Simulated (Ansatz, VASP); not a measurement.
**NaCl in VASP and in Ansatz**

```
CELL_PARAMETERS angstrom
0.00000 2.79406 2.79406
2.79406 0.00000 2.79406
2.79406 2.79406 0.00000
ATOMIC_POSITIONS crystal
Na 0.00000 0.00000 0.00000
Cl 0.50000 0.50000 0.50000
```

Alike in both runs: task single point; functional PBEsol; k mesh 6 × 6 × 6; occupations gaussian, width 0.1 eV; no spin polarisation.

|  | VASP | Ansatz |
| --- | --- | --- |
| version | VASP 6.6.1 | Ansatz 0.2.0 |
| potentials or method | VASP PAW PBE potentials, release 64 (Na_pv, Cl), cutoff 500 eV | scalar-relativistic, plane waves, PAW |
| valence electrons in the cell | 14 | 16 |

|  | VASP | Ansatz | Ansatz less VASP |
| --- | --- | --- | --- |
| gap on the k mesh at the Fermi level (eV) | 5.03 | 5.04 | +0.004 |
| least direct gap on the mesh (eV) | 5.03 | 5.04 | +0.004 |
| pressure (GPa) | 0.2 | 0.2 | 0.00 |

VASP's potentials were made for PBE, not for PBEsol. With one functional, cell and mesh, what is left measures potentials, basis and numerics. VASP's potentials hold 14 valence electrons a cell and Ansatz's 16, so a difference there can come from the potentials and not from the codes.
